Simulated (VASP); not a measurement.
# Au (P6_3/mmc) in VASP: relaxation of the atoms with PBE

Aim: the relaxation of the atoms of Au with PBE.

All numbers are computed with VASP 6.6.1; they aren't measurements. Logs are shortened: lines on timing, memory, paths and dates and some standing lists are left out, and cuts for length are marked.

### Step 1. The cell of the first run

Symmetry: P6_3/mmc, No. 194, hexagonal system. Conventional cell: a = 2.841 Å, b = 2.841 Å, c = 4.780 Å, α = 90.00°, β = 90.00°, γ = 120.00°. Within 3.7 Å of Au (site symmetry -6m2) lie 12 Au at 2.84 to 2.90 Å.

This isn't the form of Au at room conditions, which is fcc.

### Step 2. Relaxation of the atoms, PBE (16.70 Å³/atom)

Contents of INCAR:

```
SYSTEM = Au
PREC = Accurate ; ENCUT = 520
EDIFF = 1E-6 ; ISMEAR = -1
SIGMA = 0.05 ; LREAL = .False.
LASPH = .True. ; NELM = 80
ALGO = Normal ; ISIF = 2
LWAVE = .False. ; LCHARG = .False.
GGA = PE ; IBRION = 2
NSW = 80 ; EDIFFG = -0.02
```

Contents of KPOINTS:

```
Automatic mesh
0
Gamma
  18 18 10
  0 0 0
```

Contents of POSCAR:

```
Au
1.0
    2.8407997153      0.0000000000      0.0000000000
   -1.4203998576      2.4602047205      0.0000000000
    0.0000000000      0.0000000000      4.7803802105
Au
2
Direct
    0.3333333333      0.6666666667      0.7500000000
    0.6666666667      0.3333333333      0.2500000000
```

Potentials or basis: VASP PAW PBE potentials, release 64 (Au).

The run is started by

```console
$ cat potpaw_PBE.64/Au/POTCAR > POTCAR
$ mpirun -np 1 vasp_std > vasp.out
```

OUTCAR:

```text
SYSTEM = Au
   PREC = Accurate
   ENCUT = 520
   EDIFF = 1E-6
   ISMEAR = -1
   LREAL = .False.
   LASPH = .True.
   NELM = 80
   ISIF = 2
   GGA = PE
   IBRION = 2
   NSW = 80
   EDIFFG = -0.02

 ion  position               nearest neighbor table
   1  0.333  0.667  0.750-   2 2.90   2 2.90   2 2.90   2 2.90   2 2.90   2 2.90
   2  0.667  0.333  0.250-   1 2.90   1 2.90   1 2.90   1 2.90   1 2.90   1 2.90

  LATTYP: Found a hexagonal cell.
 ALAT       =     2.8407997153
 C/A-ratio  =     1.6827586207

  Lattice vectors:

 A1 = (   2.8407997153,   0.0000000000,   0.0000000000)
 A2 = (  -1.4203998576,   2.4602047205,   0.0000000000)
 A3 = (   0.0000000000,   0.0000000000,   4.7803802105)

Analysis of symmetry for initial positions (statically):
=====================================================================
 Subroutine PRICEL returns:
 Original cell was already a primitive cell.

 Routine SETGRP: Setting up the symmetry group for a
 hexagonal supercell.

 Subroutine GETGRP returns: Found 24 space group operations
 (whereof 12 operations were pure point group operations)
 out of a pool of 24 trial point group operations.

The static configuration has the point symmetry D_3d.
 The point group associated with its full space group is D_6h.

Analysis of symmetry for dynamics (positions and initial velocities):
=====================================================================
 Subroutine PRICEL returns:
 Original cell was already a primitive cell.

 Routine SETGRP: Setting up the symmetry group for a
 hexagonal supercell.

 Subroutine GETGRP returns: Found 24 space group operations
 (whereof 12 operations were pure point group operations)
 out of a pool of 24 trial point group operations.

The dynamic configuration has the point symmetry D_3d.
 The point group associated with its full space group is D_6h.

 Subroutine INISYM returns: Found 24 space group operations
 (whereof 12 operations are pure point group operations),
 and found     1 'primitive' translations

----------------------------------------------------------------------------------------

                                     Primitive cell

  volume of cell :      33.4098

  direct lattice vectors                    reciprocal lattice vectors
     2.840799715  0.000000000  0.000000000     0.352013553  0.203235119  0.000000000
    -1.420399858  2.460204721  0.000000000     0.000000000  0.406470239  0.000000000
     0.000000000  0.000000000  4.780380210     0.000000000  0.000000000  0.209188382

  length of vectors
     2.840799715  2.840799715  4.780380210     0.406470239  0.406470239  0.209188382

  position of ions in fractional coordinates (direct lattice)
     0.333333333  0.666666667  0.750000000
     0.666666667  0.333333333  0.250000000

  ion indices of the primitive-cell ions
   primitive index   ion index
                 1           1
                 2           2

----------------------------------------------------------------------------------------

 KPOINTS: Automatic mesh

Automatic generation of k-mesh.
 Grid dimensions read from file:
 generate k-points for:   18   18   10

 Generating k-lattice:

  Cartesian coordinates                     Fractional coordinates (reciprocal lattice)
     0.019556308  0.011290840  0.000000000     0.055555556 -0.000000000  0.000000000
     0.000000000  0.022581680  0.000000000     0.000000000  0.055555556  0.000000000
     0.000000000  0.000000000  0.020918838     0.000000000  0.000000000  0.100000000

  Length of vectors
     0.022581680  0.022581680  0.020918838

  Shift w.r.t. Gamma in fractional coordinates (k-lattice)
     0.000000000  0.000000000  0.000000000

 Subroutine IBZKPT returns following result:
 ===========================================

 Found    222 irreducible k-points:

 Following reciprocal coordinates:
            Coordinates               Weight
  0.000000  0.000000  0.000000      1.000000
  0.055556  0.000000  0.000000      6.000000
  0.111111  0.000000  0.000000      6.000000
  0.166667  0.000000  0.000000      6.000000
  0.222222  0.000000  0.000000      6.000000
  0.277778  0.000000  0.000000      6.000000
[... 16 lines left out ...]
  0.333333  0.111111  0.000000     12.000000
  0.388889  0.111111  0.000000     12.000000
 [... further k-points ...]
   k-points           NKPTS =    222   k-points in BZ     NKDIM =    222   number of bands    NBANDS=     15
   number of dos      NEDOS =    301   number of ions     NIONS =      2
   total plane-waves  NPLWV =  20736
   dimension x,y,z NGX =    24 NGY =   24 NGZ =   36
   dimension x,y,z NGXF=    48 NGYF=   48 NGZF=   72
   ions per type =               2
   NGX,Y,Z   is equivalent  to a cutoff of  14.04, 14.04, 12.52 a.u.
   NGXF,Y,Z  is equivalent  to a cutoff of  28.09, 28.09, 25.04 a.u.
 SYSTEM =  Au
   PREC   = accura    normal or accurate (medium, high low for compatibility)
   ISTART =      0    job   : 0-new  1-cont  2-samecut
   ICHARG =      2    charge: 1-file 2-atom 10-const
   ISPIN  =      1    spin polarized calculation?
   LNONCOLLINEAR =      F non collinear calculations
   LSORBIT =      F    spin-orbit coupling
   LASPH  =      T    aspherical Exc in radial PAW
   ENCUT  =  520.0 eV  38.22 Ry    6.18 a.u.   5.28  5.28  8.89*2*pi/ulx,y,z
   NELM   =     80;   NELMIN=  2; NELMDL= -5     # of ELM steps
   EDIFF  = 0.1E-05   stopping-criterion for ELM
   LREAL  =      F    real-space projection
   EDIFFG = -.2E-01   stopping-criterion for IOM
   NSW    =     80    number of steps for IOM
   IBRION =      2    ionic relax: 0-MD 1-quasi-New 2-CG
   NFREE  =      1    steps in history (QN), initial steepest desc. (CG)
   ISIF   =      2    stress and relaxation
   ISYM   =      2    0-nonsym 1-usesym 2-fastsym
   POTIM  = 0.5000    time-step for ionic-motion
   TEBEG  =    0.0;   TEEND  =   0.0 temperature during run
   PSTRESS=    0.0 pullay stress
   NELECT =      22.0000    total number of electrons
   NUPDOWN=      -1.0000    fix difference up-down
   EMIN   =  10.00;   EMAX   =-10.00  energy-range for DOS
   EFERMI =   0.00;   METHOD = LEGACY
   ISMEAR =    -1;   SIGMA  =   0.05  broadening in eV -4-tet -1-fermi 0-gaus
   EFERMI_NEDOS =   21; number of points for ismear=-14 and -15
   IALGO  =     38    algorithm
   IMIX   =      4    mixing-type and parameters
     AMIX     =   0.40;   BMIX     =  1.00
     AMIX_MAG =   1.60;   BMIX_MAG =  1.00
  volume/ion in A,a.u.               =      16.70       112.73
  Fermi-wavevector in a.u.,A,eV,Ry     =   1.424266  2.691472 27.599857  2.028532
  Thomas-Fermi vector in A             =   2.544775
   LORBIT       =      0    0 simple, 1 ext, 2 COOP (PROOUT), +10 PAW based schemes
   GGA     = PE    functional components
   LHFCALC =     F    Hartree Fock is set to
   AEXX    =    0.0000 exact exchange contribution
   IVDW    =     0    specifies the selected vdW correction
   LEPSILON=     F    determine dielectric tensor
   LRPA    =     F    only Hartree local field effects (RPA)
 conjugate gradient relaxation of ions
 non-spin polarized calculation
  energy-cutoff  :      520.00
  volume of cell :       33.41
 maximum number of plane-waves:       912
 NGX is ok and might be reduce to    24
   NGX = 11   NGY = 11   NGZ = 17

 number of electron      22.0000000 magnetization

 Free energy of the ion-electron system (eV)
  ---------------------------------------------------
  ext. energy  EPLUGINS =         0.00000000
  ---------------------------------------------------
  free energy    TOTEN  =        -6.33292742 eV

  energy without entropy =       -6.32524375  energy(sigma->0) =       -6.32908558

 E-fermi :   9.7866     XC(G=0): -12.8368

 val. band max:        9.7856383900   @ k =   0.1667   0.0556   0.2000
 cond. band min:       9.7876625571   @ k =   0.3333   0.1667   0.2000
 fundamental gap:      0.0020241671
 Fermi energy:         9.7866409389

 k-point     1 :       0.0000    0.0000    0.0000
  band No.  band energies     occupation
      1      -0.2599      2.00000
      2       2.2137      2.00000
      3       4.8077      2.00000
      4       5.1094      2.00000
      5       5.1094      2.00000
      6       5.4312      2.00000
      7       5.4312      2.00000
      8       6.1688      2.00000
      9       6.1688      2.00000
     10       7.5748      2.00000
     11       7.5748      2.00000
     12       8.5457      2.00000
     13      12.5608      0.00000
     14      24.3871      0.00000
     15      25.4922      0.00000

 k-point     2 :       0.0556    0.0000    0.0000
  band No.  band energies     occupation
      1      -0.1593      2.00000
      2       2.2981      2.00000
      3       4.7751      2.00000
      4       5.1339      2.00000
      5       5.1777      2.00000
      6       5.3932      2.00000
      7       5.4951      2.00000
      8       6.0941      2.00000
      9       6.1264      2.00000
     10       7.0792      2.00000
     11       7.5927      2.00000
     12       9.1611      1.99999
     13      12.5589      0.00000
     14      24.4659      0.00000
     15      25.6290      0.00000

 k-point     3 :       0.1111    0.0000    0.0000
  band No.  band energies     occupation
      1       0.1357      2.00000
      2       2.5354      2.00000
      3       4.6668      2.00000
      4       5.1940      2.00000
      5       5.3369      2.00000
      6       5.3785      2.00000
      7       5.6828      2.00000
      8       5.8089      2.00000
      9       6.0118      2.00000
     10       6.4944      2.00000
     11       7.6371      2.00000
     12      10.1707      0.00092
     13      12.5573      0.00000
     14      24.3216      0.00000
     15      25.9850      0.00000
[... 343 lines left out ...]
 k-point    23 :       0.3333    0.1111    0.0000
  band No.  band energies     occupation
      1       2.9141      2.00000
      2       3.1585      2.00000
      3       3.5521      2.00000
      4       5.0376      2.00000
      5       5.0528      2.00000
      6       5.4499      2.00000
      7       5.4744      2.00000
      8       7.0620      2.00000
      9       7.6809      2.00000
     10       7.6885      2.00000
     11       8.7729      2.00000
     12      14.0267      0.00000
     13      14.6896      0.00000
     14      16.3304      0.00000
     15      18.9147      0.00000

 k-point    24 :       0.3889    0.1111    0.0000
  band No.  band energies     occupation
      1       3.0092      2.00000
      2       3.0644      2.00000
      3       3.3929      2.00000
      4       5.0352      2.00000
      5       5.3206      2.00000
      6       5.4323      2.00000
      7       5.6293      2.00000
      8       7.5330      2.00000
      9       7.6870      2.00000
     10       7.8449      2.00000
     11       9.7448      1.39586
     12      12.7947      0.00000
     13      15.1621      0.00000
     14      17.2445      0.00000
     15      17.8296      0.00000

 [... further k-points ...]

------------------------ aborting loop because EDIFF is reached ----------------------------------------

  FORCE on cell =-STRESS in cart. coord.  units (eV):
  Direction    XX          YY          ZZ          XY          YZ          ZX
  --------------------------------------------------------------------------------------
  -------------------------------------------------------------------------------------
  Total        2.6905235      2.6905235      2.4581961      0.0000000      0.0000000     -0.0000000
  in kB      129.0247649    129.0247649    117.8834423      0.0000000      0.0000000     -0.0000000
  external PRESSURE =     125.3109907 kB  Pullay stress =       0.0000000 kB

 VOLUME and BASIS-vectors are now :
 -----------------------------------------------------------------------------
  energy-cutoff  :      520.00
  volume of cell :       33.41
      direct lattice vectors                 reciprocal lattice vectors
     2.840799715  0.000000000  0.000000000     0.352013553  0.203235119  0.000000000
    -1.420399858  2.460204721  0.000000000     0.000000000  0.406470239  0.000000000
     0.000000000  0.000000000  4.780380210     0.000000000  0.000000000  0.209188382

 POSITION                                       TOTAL-FORCE (eV/Angst)
 -----------------------------------------------------------------------------------
     -0.00000      1.64014      3.58529        -0.000000      0.000000      0.000000
      1.42040      0.82007      1.19510         0.000000     -0.000000      0.000000
 -----------------------------------------------------------------------------------
    total drift:                               -0.000000      0.000000     -0.000000

  FREE ENERGIE OF THE ION-ELECTRON SYSTEM (eV)
  ---------------------------------------------------
  free  energy   TOTEN  =        -6.3329274157 eV

  energy  without entropy=       -6.3252437539  energy(sigma->0) =       -6.32908558

 reached required accuracy - stopping structural energy minimisation
```

Run time: 77 s. Hardware: 1 thread of Oxide Virtual Turin-like, shared host; peak memory 0.19 GiB.

What came out:

- Free energy: -6.3329 eV
- Pressure after relaxing: 12.5 GPa
- Band gap on the k mesh: zero (bands 11 and 12 overlap by 7.14 eV)

Final structure:
```
Au
1.0
     2.84080    0.00000    0.00000
    -1.42040    2.46020    0.00000
     0.00000    0.00000    4.78038
Au
2
Direct
  0.33333 0.66667 0.75000
  0.66667 0.33333 0.25000
```

Caveat: the relaxation stopped at its first step, so nothing moved; spin-orbit coupling is left out, which moves the levels of the heavy elements.
